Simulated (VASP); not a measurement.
Te2Mo, 6 atoms in the cell. Symmetry: P6_3/mmc, No. 194, hexagonal system. The conventional cell has a = 3.518 Å, b = 3.518 Å, c = 13.974 Å, α = 90.00°, β = 90.00°, γ = 120.00°. Within 3.7 Å of Te (site symmetry 3m) lie 3 Mo at 2.72 Å and 7 Te at 3.52 to 3.61 Å. Mo (site symmetry -6m2) has 6 Te at 2.72 Å and 6 Mo at 3.52 Å within 3.6 Å. 

| Item | Value |
| --- | --- |
| Program | VASP 6.6.1 |
| Task | single point |
| Functional | PBEsol |
| Potentials or basis | VASP PAW PBE potentials, release 64 (Te, Mo_sv) |
| Cutoff | 500 eV |
| k mesh | 6 × 6 × 2 |
| Occupations | gaussian, width 0.05 eV |
| Spin | collinear spin |
| Starting moments | [0.0, 0.0, 0.0, 0.0, 2.0, 2.0] μB |
| Dipole correction | no |
| Further INCAR settings | ALGO = Normal; EDIFF = 1e-06; NBANDS = 39 |

Potentials or basis: VASP PAW PBE potentials, release 64 (Te, Mo_sv).

Command:

```console
$ cat potpaw_PBE.64/Te/POTCAR potpaw_PBE.64/Mo_sv/POTCAR > POTCAR
$ mpirun -np 1 vasp_std > vasp.out
```

Hardware: 1 thread of Intel(R) Xeon(R) Platinum 8259CL CPU @ 2.50GHz (Skylake/Cascade Lake), with other jobs on the host.

Question: Estimate the wall time of this run.

Answer: Wall time 3.5 min on 1 thread of Intel(R) Xeon(R) Platinum 8259CL CPU @ 2.50GHz (Skylake/Cascade Lake), with other jobs on the host, peak memory 0.4 GiB. Counts: scf iterations 16, k points 14.
